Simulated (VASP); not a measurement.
# KBr (Fm-3m) in VASP: further runs, part 2 of 2

VASP 6.6.1.

**3. Single point, PBE**

File INCAR:

```
SYSTEM = KBr
  ALGO = Normal
  EDIFF = 1E-6
  ENCUT = 500
  GGA = PE
  GGA_COMPAT = .False.
  ISIF = 2
  ISMEAR = 0
  LASPH = .True.
  LCHARG = .False.
  LREAL = .False.
  LWAVE = .False.
  NBANDS = 15
  NELM = 120
  PREC = Accurate
  SIGMA = 0.02
```

File KPOINTS:

```
k-points
0
Gamma
  6 6 6
  0 0 0
```

File POSCAR:

```
KBr
1.0
    0.0000000000      3.3497786964      3.3497786964
    3.3497786964      0.0000000000      3.3497786964
    3.3497786964      3.3497786964      0.0000000000
K Br
1 1
Direct
    0.0000000000      0.0000000000      0.0000000000
    0.5000000000      0.5000000000      0.5000000000
```

Potentials or basis: VASP PAW PBE potentials, release 64 (K_sv, Br).

The run is started by

```console
cat potpaw_PBE.64/K_sv/POTCAR potpaw_PBE.64/Br/POTCAR > POTCAR
mpirun -np 1 vasp_std > vasp.out
```

OUTCAR:

```text
SYSTEM = KBr
   EDIFF = 1E-6
   ENCUT = 500
   GGA = PE
   ISIF = 2
   ISMEAR = 0
   LASPH = .True.
   LREAL = .False.
   NELM = 120
   PREC = Accurate

 ion  position               nearest neighbor table
   1  0.000  0.000  0.000-
   2  0.500  0.500  0.500-

  LATTYP: Found a face centered cubic cell.
 ALAT       =     6.6995573928

  Lattice vectors:

 A1 = (   0.0000000000,   3.3497786964,   3.3497786964)
 A2 = (   3.3497786964,   0.0000000000,   3.3497786964)
 A3 = (   3.3497786964,   3.3497786964,   0.0000000000)

Analysis of symmetry for initial positions (statically):
=====================================================================
 Subroutine PRICEL returns:
 Original cell was already a primitive cell.

 Routine SETGRP: Setting up the symmetry group for a
 face centered cubic supercell.

 Subroutine GETGRP returns: Found 48 space group operations
 (whereof 48 operations were pure point group operations)
 out of a pool of 48 trial point group operations.

The static configuration has the point symmetry O_h .

Analysis of symmetry for dynamics (positions and initial velocities):
=====================================================================
 Subroutine PRICEL returns:
 Original cell was already a primitive cell.

 Routine SETGRP: Setting up the symmetry group for a
 face centered cubic supercell.

 Subroutine GETGRP returns: Found 48 space group operations
 (whereof 48 operations were pure point group operations)
 out of a pool of 48 trial point group operations.

The dynamic configuration has the point symmetry O_h .

 Subroutine INISYM returns: Found 48 space group operations
 (whereof 48 operations are pure point group operations),
 and found     1 'primitive' translations

----------------------------------------------------------------------------------------

                                     Primitive cell

  volume of cell :      75.1758

  direct lattice vectors                    reciprocal lattice vectors
     0.000000000  3.349778696  3.349778696    -0.149263592  0.149263592  0.149263592
     3.349778696  0.000000000  3.349778696     0.149263592 -0.149263592  0.149263592
     3.349778696  3.349778696  0.000000000     0.149263592  0.149263592 -0.149263592

  length of vectors
     4.737302463  4.737302463  4.737302463     0.258532125  0.258532125  0.258532125

  position of ions in fractional coordinates (direct lattice)
     0.000000000  0.000000000  0.000000000
     0.500000000  0.500000000  0.500000000

  ion indices of the primitive-cell ions
   primitive index   ion index
                 1           1
                 2           2

----------------------------------------------------------------------------------------

 KPOINTS: k-points

Automatic generation of k-mesh.
 Grid dimensions read from file:
 generate k-points for:    6    6    6

 Generating k-lattice:

  Cartesian coordinates                     Fractional coordinates (reciprocal lattice)
    -0.024877265  0.024877265  0.024877265     0.166666667  0.000000000  0.000000000
     0.024877265 -0.024877265  0.024877265     0.000000000  0.166666667  0.000000000
     0.024877265  0.024877265 -0.024877265     0.000000000  0.000000000  0.166666667

  Length of vectors
     0.043088687  0.043088687  0.043088687

  Shift w.r.t. Gamma in fractional coordinates (k-lattice)
     0.000000000  0.000000000  0.000000000

 Subroutine IBZKPT returns following result:
 ===========================================

 Found     16 irreducible k-points:

 Following reciprocal coordinates:
            Coordinates               Weight
  0.000000  0.000000  0.000000      1.000000
  0.166667  0.000000  0.000000      8.000000
  0.333333  0.000000  0.000000      8.000000
  0.500000  0.000000  0.000000      4.000000
  0.166667  0.166667  0.000000      6.000000
  0.333333  0.166667  0.000000     24.000000
[... 8 lines left out ...]
 -0.333333  0.333333  0.166667     24.000000
 -0.333333  0.500000  0.166667     12.000000
   k-points           NKPTS =     16   k-points in BZ     NKDIM =     16   number of bands    NBANDS=     15
   number of dos      NEDOS =    301   number of ions     NIONS =      2
   total plane-waves  NPLWV =  46656
   dimension x,y,z NGX =    36 NGY =   36 NGZ =   36
   dimension x,y,z NGXF=    72 NGYF=   72 NGZF=   72
   ions per type =               1   1
   NGX,Y,Z   is equivalent  to a cutoff of  12.63, 12.63, 12.63 a.u.
   NGXF,Y,Z  is equivalent  to a cutoff of  25.27, 25.27, 25.27 a.u.
 SYSTEM =  KBr
   PREC   = accura    normal or accurate (medium, high low for compatibility)
   ISTART =      0    job   : 0-new  1-cont  2-samecut
   ICHARG =      2    charge: 1-file 2-atom 10-const
   ISPIN  =      1    spin polarized calculation?
   LNONCOLLINEAR =      F non collinear calculations
   LSORBIT =      F    spin-orbit coupling
   LASPH  =      T    aspherical Exc in radial PAW
   ENCUT  =  500.0 eV  36.75 Ry    6.06 a.u.   8.64  8.64  8.64*2*pi/ulx,y,z
   NELM   =    120;   NELMIN=  2; NELMDL= -5     # of ELM steps
   EDIFF  = 0.1E-05   stopping-criterion for ELM
   LREAL  =      F    real-space projection
   EDIFFG = 0.1E-04   stopping-criterion for IOM
   NSW    =      0    number of steps for IOM
   IBRION =     -1    ionic relax: 0-MD 1-quasi-New 2-CG
   NFREE  =      0    steps in history (QN), initial steepest desc. (CG)
   ISIF   =      2    stress and relaxation
   ISYM   =      2    0-nonsym 1-usesym 2-fastsym
   POTIM  = 0.5000    time-step for ionic-motion
   TEBEG  =    0.0;   TEEND  =   0.0 temperature during run
   PSTRESS=    0.0 pullay stress
   NELECT =      16.0000    total number of electrons
   NUPDOWN=      -1.0000    fix difference up-down
   EMIN   =  10.00;   EMAX   =-10.00  energy-range for DOS
   EFERMI =   0.00;   METHOD = LEGACY
   ISMEAR =     0;   SIGMA  =   0.02  broadening in eV -4-tet -1-fermi 0-gaus
   EFERMI_NEDOS =   21; number of points for ismear=-14 and -15
   IALGO  =     38    algorithm
   IMIX   =      4    mixing-type and parameters
     AMIX     =   0.40;   BMIX     =  1.00
     AMIX_MAG =   1.60;   BMIX_MAG =  1.00
  volume/ion in A,a.u.               =      37.59       253.66
  Fermi-wavevector in a.u.,A,eV,Ry     =   0.977437  1.847088 12.998772  0.955383
  Thomas-Fermi vector in A             =   2.108134
   LORBIT       =      0    0 simple, 1 ext, 2 COOP (PROOUT), +10 PAW based schemes
   GGA     = PE    functional components
   LHFCALC =     F    Hartree Fock is set to
   AEXX    =    0.0000 exact exchange contribution
   IVDW    =     0    specifies the selected vdW correction
   LEPSILON=     F    determine dielectric tensor
   LRPA    =     F    only Hartree local field effects (RPA)
 non-spin polarized calculation
 Gauss-broadening in eV      SIGMA  =   0.02
  energy-cutoff  :      500.00
  volume of cell :       75.18
 maximum number of plane-waves:      1932
 NGX is ok and might be reduce to    36
   NGX = 17   NGY = 17   NGZ = 17

 number of electron      16.0000000 magnetization

 Free energy of the ion-electron system (eV)
  ---------------------------------------------------
  ext. energy  EPLUGINS =         0.00000000
  ---------------------------------------------------
  free energy    TOTEN  =        -6.22345486 eV

  energy without entropy =       -6.22345486  energy(sigma->0) =       -6.22345486

 E-fermi :  -1.7940     XC(G=0):  -7.1930

 val. band max:       -1.9127275652   @ k =   0.0000   0.0000   0.0000
 cond. band min:       2.4036061935   @ k =   0.0000   0.0000   0.0000
 fundamental gap:      4.3163337587
 Fermi energy:        -1.7939684275

 k-point     1 :       0.0000    0.0000    0.0000
  band No.  band energies     occupation
      1     -29.7927      2.00000
      2     -14.1525      2.00000
      3     -13.2662      2.00000
      4     -13.2662      2.00000
      5     -13.2662      2.00000
      6      -1.9127      2.00000
      7      -1.9127      2.00000
      8      -1.9127      2.00000
      9       2.4036      0.00000
     10       5.6781      0.00000
     11       5.6781      0.00000
     12       5.6781      0.00000
     13       6.4736      0.00000
     14       6.4736      0.00000
[... 257 lines left out ...]
      2     -14.1364      2.00000
      3     -13.3296      2.00000
      4     -13.3072      2.00000
      5     -13.2046      2.00000
      6      -2.5780      2.00000
      7      -2.3510      2.00000
      8      -2.3334      2.00000
      9       4.6809      0.00000
     10       5.8260      0.00000
     11       6.2640      0.00000
     12       7.1530      0.00000
     13       7.9558      0.00000
     14       8.7275      0.00000
     15       9.1817      0.00000

------------------------ aborting loop because EDIFF is reached ----------------------------------------

  FORCE on cell =-STRESS in cart. coord.  units (eV):
  Direction    XX          YY          ZZ          XY          YZ          ZX
  --------------------------------------------------------------------------------------
  -------------------------------------------------------------------------------------
  Total        0.0303814      0.0303814      0.0303814      0.0000000      0.0000000     -0.0000000
  in kB        0.6475001      0.6475001      0.6475001      0.0000000      0.0000000     -0.0000000
  external PRESSURE =       0.6475001 kB  Pullay stress =       0.0000000 kB

 VOLUME and BASIS-vectors are now :
 -----------------------------------------------------------------------------
  energy-cutoff  :      500.00
  volume of cell :       75.18
      direct lattice vectors                 reciprocal lattice vectors
     0.000000000  3.349778696  3.349778696    -0.149263592  0.149263592  0.149263592
     3.349778696  0.000000000  3.349778696     0.149263592 -0.149263592  0.149263592
     3.349778696  3.349778696  0.000000000     0.149263592  0.149263592 -0.149263592

 POSITION                                       TOTAL-FORCE (eV/Angst)
 -----------------------------------------------------------------------------------
      0.00000      0.00000      0.00000         0.000000      0.000000      0.000000
      3.34978      3.34978      3.34978         0.000000      0.000000     -0.000000
 -----------------------------------------------------------------------------------
    total drift:                                0.000000      0.000000      0.000000

  FREE ENERGIE OF THE ION-ELECTRON SYSTEM (eV)
  ---------------------------------------------------
  free  energy   TOTEN  =        -6.2234548629 eV

  energy  without entropy=       -6.2234548629  energy(sigma->0) =       -6.22345486
```

stdout:

```text
POSCAR found type information on POSCAR K Br
 POSCAR found :  2 types and       2 ions
 scaLAPACK will be used
 LDA part: xc-table for (Slater+PW92), standard interpolation
 POSCAR, INCAR and KPOINTS ok, starting setup
 FFT: planning ... GRIDC
 FFT: planning ... GRID_SOFT
 FFT: planning ... GRID
 WAVECAR not read
 entering main loop
```

Run time: 32 s. Hardware: 1 thread of Intel Xeon 8259CL, shared host; peak memory 0.21 GiB.

Results:

* Free energy: -6.2235 eV
* Pressure: 0.1 GPa
* Band gap on the k mesh: 4.32 eV, direct

Levels at points of the mesh, in eV from the valence-band top:
```csv
k point,band 6,band 7,band 8,band 9,band 10,band 11
"(0.00, 0.00, 0.00)",0.00,0.00,0.00,4.32,7.59,7.59
"(0.50, 0.00, 0.00)",-1.09,-0.30,-0.30,6.49,8.06,9.64
"(0.50, 0.50, 0.00)",-0.77,-0.27,-0.27,5.91,7.03,9.26
```
